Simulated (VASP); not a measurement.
Crystal: SiC (Moissanite).

```
Si C
1.0
     3.13633    0.00000    0.00000
    -1.56816    2.71614    0.00000
     0.00000    0.00000    5.14701
Si C
2 2
Cartesian
  1.5682 0.9054 2.5735
  0.0000 1.8108 0.0000
  1.5682 0.9054 4.5551
  0.0000 1.8108 1.9816
```

Base run:

| Quantity | Value |
| --- | --- |
| Program | VASP 6.6.1 |
| Functional | BLYP |
| Potentials or basis | VASP PAW PBE potentials, release 64 (Si, C) |
| Cutoff | 520 eV |
| k mesh | 10 × 10 × 5 |
| Occupations | fermi-dirac, width 0.05 eV |
| Spin | no spin polarisation |

Its results: band gap on the k mesh 2.73 eV, indirect (least direct gap 4.21 eV); pressure -3.2 GPa; largest force 0.677 eV/Å.

Problem. The run is repeated on the same cell with these changes: dispersion from none to D4. What comes out?

Solution. Band gap on the k mesh 2.73 eV, indirect (least direct gap 4.21 eV); pressure -10.7 GPa; largest force 0.641 eV/Å.

Dispersion adds attraction, which lowers the pressure at fixed volume and, as a term added to the energy, leaves the levels alone.

Caveats: the PAW data sets were made with another functional, which shifts forces and pressure a little.

A k mesh can miss the band edges.
